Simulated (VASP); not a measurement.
# TeW (F-43m) in VASP: further runs, part 2 of 2

VASP 6.6.1. Earlier steps stand in the parts before.

## Step 3: Single point, PBE, collinear spin

This run uses another cell than the first one, of 29.85 Å³/atom.

The input, INCAR:

```
ALGO = Normal
EDIFF = 1E-7
ENCUT = 520
GGA = PE
ISIF = 2
ISMEAR = 0
ISPIN = 2
LASPH = T
LCHARG = T
LELF = T
LMAXMIX = 4
LORBIT = 11
LREAL = F
LVHAR = T
LWAVE = F
MAGMOM = 1 0
NBANDS = 21
NELM = 150
PREC = Accurate
SIGMA = 0.1
```

The input, KPOINTS:

```
k-points
0
Gamma
  12 12 12
```

The input, POSCAR:

```
TeW
1.0
    0.0000000000      3.1021215479      3.1021215479
    3.1021215479      0.0000000000      3.1021215479
    3.1021215479      3.1021215479      0.0000000000
W Te
1 1
Direct
    0.0000000000      0.0000000000      0.0000000000
    0.2500000000      0.2500000000      0.2500000000
```

Potentials or basis: VASP PAW PBE potentials, release 64 (W_sv, Te).

The run is started by

```
$ cat potpaw_PBE.64/W_sv/POTCAR potpaw_PBE.64/Te/POTCAR > POTCAR
$ mpirun -np 1 vasp_std > vasp.out
```

OUTCAR:

```text
EDIFF = 1E-7
   ENCUT = 520
   GGA = PE
   ISIF = 2
   ISMEAR = 0
   ISPIN = 2
   LASPH = T
   LORBIT = 11
   LREAL = F
   NELM = 150
   PREC = Accurate

 ion  position               nearest neighbor table
   1  0.000  0.000  0.000-   2 2.69   2 2.69   2 2.69   2 2.69
   2  0.250  0.250  0.250-   1 2.69   1 2.69   1 2.69   1 2.69

  LATTYP: Found a face centered cubic cell.
 ALAT       =     6.2042430958

  Lattice vectors:

 A1 = (   0.0000000000,   3.1021215479,   3.1021215479)
 A2 = (   3.1021215479,   0.0000000000,   3.1021215479)
 A3 = (   3.1021215479,   3.1021215479,   0.0000000000)

Analysis of symmetry for initial positions (statically):
=====================================================================
 Subroutine PRICEL returns:
 Original cell was already a primitive cell.

 Routine SETGRP: Setting up the symmetry group for a
 face centered cubic supercell.

 Subroutine GETGRP returns: Found 24 space group operations
[... 762 lines left out ...]
     20      16.6890      0.00000
     21      19.2548      0.00000

 [... further k-points ...]

 spin component 2

 k-point     1 :       0.0000    0.0000    0.0000
  band No.  band energies     occupation
      1     -67.8071      1.00000
      2     -31.9546      1.00000
      3     -31.9546      1.00000
      4     -31.9546      1.00000
      5      -6.8083      1.00000
      6       2.0628      1.00000
[... 565 lines left out ...]
     20      17.0071      0.00000
     21      19.4603      0.00000

 [... further k-points ...]
[... 5 lines left out ...]
  --------------------------------------------------------------------------------------
  -------------------------------------------------------------------------------------
  Total       -1.2052581     -1.2052581     -1.2052581     -0.0000000     -0.0000000      0.0000000
  in kB      -32.3432916    -32.3432916    -32.3432916     -0.0000000     -0.0000000      0.0000000
  external PRESSURE =     -32.3432916 kB  Pullay stress =       0.0000000 kB

 VOLUME and BASIS-vectors are now :
 -----------------------------------------------------------------------------
  energy-cutoff  :      520.00
  volume of cell :       59.70
      direct lattice vectors                 reciprocal lattice vectors
     0.000000000  3.102121548  3.102121548    -0.161180016  0.161180016  0.161180016
     3.102121548  0.000000000  3.102121548     0.161180016 -0.161180016  0.161180016
     3.102121548  3.102121548  0.000000000     0.161180016  0.161180016 -0.161180016

 POSITION                                       TOTAL-FORCE (eV/Angst)
 -----------------------------------------------------------------------------------
      0.00000      0.00000      0.00000        -0.000000      0.000000      0.000000
      1.55106      1.55106      1.55106         0.000000     -0.000000     -0.000000
 -----------------------------------------------------------------------------------
    total drift:                                0.000000      0.000000      0.000000

  FREE ENERGIE OF THE ION-ELECTRON SYSTEM (eV)
  ---------------------------------------------------
  free  energy   TOTEN  =       -13.1932545051 eV

  energy  without entropy=      -13.1793751845  energy(sigma->0) =      -13.18631484

 total charge

# of ion       s       p       d       tot
------------------------------------------
    1        2.324   6.120   3.457  11.901
    2        1.321   2.029   0.124   3.474
--------------------------------------------------
tot          3.644   8.149   3.581  15.374

 magnetization (x)

# of ion       s       p       d       tot
------------------------------------------
    1        0.040   0.014   1.080   1.134
    2       -0.008  -0.054   0.024  -0.039
--------------------------------------------------
tot          0.031  -0.040   1.104   1.095
```

OSZICAR:

```text
N       E                     dE             d eps       ncg     rms          rms(c)
DAV:   1     0.144612200840E+03    0.14461E+03   -0.90250E+03  6056   0.875E+02
DAV:   2    -0.770187723452E+01   -0.15231E+03   -0.14747E+03  6987   0.261E+02
DAV:   3    -0.132971547405E+02   -0.55953E+01   -0.55096E+01  7317   0.470E+01
DAV:   4    -0.133767688398E+02   -0.79614E-01   -0.79583E-01  7024   0.605E+00
DAV:   5    -0.133785078962E+02   -0.17391E-02   -0.17390E-02  7293   0.850E-01    0.116E+01
DAV:   6    -0.131887759147E+02    0.18973E+00   -0.11317E+00  6643   0.650E+00    0.477E+00
DAV:   7    -0.131961131559E+02   -0.73372E-02   -0.72035E-02  6758   0.158E+00    0.278E+00
DAV:   8    -0.131935934813E+02    0.25197E-02   -0.17010E-02  6723   0.773E-01    0.124E+00
DAV:   9    -0.131925520970E+02    0.10414E-02   -0.25218E-03  7279   0.296E-01    0.207E-01
DAV:  10    -0.131931200597E+02   -0.56796E-03   -0.74530E-04  6643   0.152E-01    0.109E-01
DAV:  11    -0.131932224070E+02   -0.10235E-03   -0.10883E-04  6948   0.625E-02    0.441E-02
DAV:  12    -0.131932504200E+02   -0.28013E-04   -0.29570E-05  6713   0.286E-02    0.209E-02
DAV:  13    -0.131932541471E+02   -0.37270E-05   -0.45063E-06  7044   0.126E-02    0.743E-03
DAV:  14    -0.131932544364E+02   -0.28934E-06   -0.59053E-07  6873   0.360E-03    0.198E-03
DAV:  15    -0.131932545051E+02   -0.68723E-07   -0.21328E-07  6522   0.204E-03
   1 F= -.13193255E+02 E0= -.13186315E+02  d E =-.138793E-01  mag=     1.4387
```

Wall time 5.5 min (1 thread of Intel Xeon 8259CL, shared host); peak memory 0.33 GiB.

Results:

- Free energy: -13.1933 eV
- Pressure: -3.2 GPa
- Net moment: 1.44 μB per cell
- Site moments: W +1.13; Te -0.04 μB
- Valence electrons inside the program's atomic spheres: W 11.90; Te 3.47

Levels at points of the mesh, in eV from the Fermi level:
Spin up:
```
           k point  band 7  band 8  band 9  band 10  band 11  band 12  band 13  band 14  band 15  band 16
(0.00, 0.00, 0.00)   -4.16   -4.16   -0.97    -0.97     0.99     3.99     3.99     3.99     5.35     5.35
(0.50, 0.00, 0.00)   -3.90   -3.90   -0.72    -0.72    -0.61     1.77     1.77     2.78     7.13     7.13
(0.50, 0.50, 0.00)   -3.41   -3.41   -1.44    -1.12    -0.49     0.29     0.29     5.04     5.32     9.15
```
Spin down:
```
           k point  band 6  band 7  band 8  band 9  band 10  band 11  band 12  band 13
(0.00, 0.00, 0.00)   -3.90   -3.90   -3.90    0.17     0.17     1.31     4.29     4.29
(0.50, 0.00, 0.00)   -5.27   -3.60   -3.60   -0.04     0.34     0.34     2.18     2.18
(0.50, 0.50, 0.00)   -5.54   -3.23   -3.23   -1.02    -0.16     0.76     0.83     0.83
```

Caveat: the cell stands under tension; spin-orbit coupling is left out, which moves the levels of the heavy elements.

## Step 4: Single point, PBE, collinear spin

This run uses another cell than the first one, of 31.57 Å³/atom.

The input, INCAR:

```
SYSTEM = TeW
PREC = Accurate
ENCUT = 520
EDIFF = 1E-6
ISMEAR = 0
SIGMA = 0.1
LREAL = .FALSE.
LASPH = .TRUE.
NELM = 150
ALGO = Normal
ISIF = 2
LWAVE = .FALSE.
LCHARG = .FALSE.
ISPIN = 2
MAGMOM = 1 0
LORBIT = 11
LMAXMIX = 4
GGA = PE
NBANDS = 21
```

The input, KPOINTS:

```
regular mesh
0
G
  12 12 12
  0 0 0
```

The input, POSCAR:

```
TeW
1.0
    0.0000000000      3.1606659105      3.1606659105
    3.1606659105      0.0000000000      3.1606659105
    3.1606659105      3.1606659105      0.0000000000
W Te
1 1
Direct
    0.0000000000      0.0000000000      0.0000000000
    0.2500000000      0.2500000000      0.2500000000
```

The run is started by

```
$ cat potpaw_PBE.64/W_sv/POTCAR potpaw_PBE.64/Te/POTCAR > POTCAR
$ mpirun -np 1 vasp_std > vasp.out
```

It took 5.3 min on 1 thread of Intel Xeon 8259CL, shared host; peak memory 0.34 GiB.

It converged, with:

* Free energy: -13.0831 eV
* Pressure: -6.9 GPa
* Net moment: 1.51 μB per cell
* Site moments: W +1.19; Te -0.05 μB
* Valence electrons inside the program's atomic spheres: W 11.83; Te 3.43

Levels at points of the mesh, in eV from the Fermi level:
Spin up:
| k point | band 8 | band 9 | band 10 | band 11 | band 12 | band 13 | band 14 | band 15 |
| --- | --- | --- | --- | --- | --- | --- | --- | --- |
| (0.00, 0.00, 0.00) | -4.04 | -1.00 | -1.00 | 0.68 | 3.60 | 3.60 | 3.61 | 5.09 |
| (0.50, 0.00, 0.00) | -3.81 | -0.77 | -0.77 | -0.65 | 1.57 | 1.57 | 2.50 | 6.76 |
| (0.50, 0.50, 0.00) | -3.38 | -1.36 | -1.18 | -0.56 | 0.20 | 0.20 | 4.62 | 4.94 |
Spin down:
```csv
k point,band 5,band 6,band 7,band 8,band 9,band 10,band 11,band 12,band 13,band 14
"(0.00, 0.00, 0.00)",-12.59,-3.78,-3.78,-3.78,0.19,0.19,1.04,3.95,3.95,3.95
"(0.50, 0.00, 0.00)",-11.95,-5.12,-3.52,-3.52,-0.05,0.35,0.35,2.02,2.02,2.90
"(0.50, 0.50, 0.00)",-11.72,-5.36,-3.21,-3.21,-0.91,-0.16,0.74,0.77,0.77,5.03
```

Caveat: the cell stands under tension; spin-orbit coupling is left out, which moves the levels of the heavy elements.

## Step 5: Single point, PBE, collinear spin

This run uses another cell than the first one, of 33.87 Å³/atom.

The input, INCAR:

```
PREC     = Accurate       # precision mode
ENCUT    = 520            # plane-wave cutoff, eV
EDIFF    = 1E-6           # SCF threshold, eV
ISMEAR   = 0              # smearing method
SIGMA    = 0.1            # smearing width, eV
LREAL    = False          # projectors in reciprocal space
LASPH    = True           # aspherical terms in the spheres
NELM     = 150            # most SCF steps
ALGO     = Normal         # electronic algorithm
ISIF     = 2              # what is computed and relaxed
LWAVE    = False          # write WAVECAR
LCHARG   = True           # write CHGCAR
ISPIN    = 2              # spin polarisation
MAGMOM   = 1 0            # initial moments
LORBIT   = 11             # projections on sites
LMAXMIX  = 4              # l up to which the mixer works
GGA      = PE             # functional
LELF     = True           # ELF
LVHAR    = True         
NBANDS   = 21             # bands
```

The input, KPOINTS:

```
regular mesh
0
Gamma
  12 12 12
```

The input, POSCAR:

```
TeW
1.0
    0.0000000000      3.2355022022      3.2355022022
    3.2355022022      0.0000000000      3.2355022022
    3.2355022022      3.2355022022      0.0000000000
W Te
1 1
Direct
    0.0000000000      0.0000000000      0.0000000000
    0.2500000000      0.2500000000      0.2500000000
```

The run is started by

```
$ cat potpaw_PBE.64/W_sv/POTCAR potpaw_PBE.64/Te/POTCAR > POTCAR
$ mpirun -np 1 vasp_std > vasp.out
```

Run time: 5.4 min. Hardware: 1 thread of Intel Xeon 8259CL, shared host; peak memory 0.35 GiB.

Results (log left out):

```yaml
Free_energy: -12.8379 eV
Pressure: -10.0 GPa
Net_moment: 1.57 μB per cell
Site_moments: W +1.24; Te -0.06 μB
Valence_electrons_inside_the_program's_atomic_spheres: W 11.75; Te 3.38
```

Levels at points of the mesh, in eV from the Fermi level:
Spin up:
```csv
k point,band 8,band 9,band 10,band 11,band 12,band 13,band 14,band 15
"(0.00, 0.00, 0.00)",-3.91,-1.05,-1.05,0.30,3.14,3.14,3.14,4.81
"(0.50, 0.00, 0.00)",-3.70,-0.84,-0.84,-0.69,1.33,1.33,2.15,6.32
"(0.50, 0.50, 0.00)",-3.34,-1.28,-1.24,-0.65,0.09,0.09,4.15,4.48
```
Spin down:
```
           k point  band 7  band 8  band 9  band 10  band 11  band 12
(0.00, 0.00, 0.00)   -3.65   -3.65    0.21     0.21     0.71     3.52
(0.50, 0.00, 0.00)   -3.42   -3.42   -0.06     0.34     0.34     1.82
(0.50, 0.50, 0.00)   -3.18   -3.18   -0.80    -0.17     0.69     0.69
```

Caveat: the cell stands under tension; spin-orbit coupling is left out, which moves the levels of the heavy elements.

## Step 6: The runs side by side

```tsv
fixed moment (μB)	cell	gap on the mesh (eV)	pressure (GPa)	moment (μB)
2.0	a = 4.330 Å, angles 60.0°, 2 atoms	-	1.5	2.00
-	a = 4.387 Å, angles 60.0°, 2 atoms	none	-3.2	1.44
-	a = 4.470 Å, angles 60.0°, 2 atoms	none	-6.9	1.51
-	a = 4.576 Å, angles 60.0°, 2 atoms	none	-10.0	1.57
```

Alike in all rows: task single point; level PBE; potentials or basis VASP PAW PBE potentials, release 64 (W_sv, Te); spin collinear; k mesh 12 × 12 × 12; cutoff (eV) 520; smearing gaussian 0.1 eV.

Caveats: spin-orbit coupling is left out, which moves the levels of the heavy elements; the cell stands under tension (at least some runs); the total moment is fixed, so each spin has its own Fermi level and the state may be an excited one (at least some runs).

Total energies depend on the potentials used, so only differences within one code and one set of settings carry meaning.
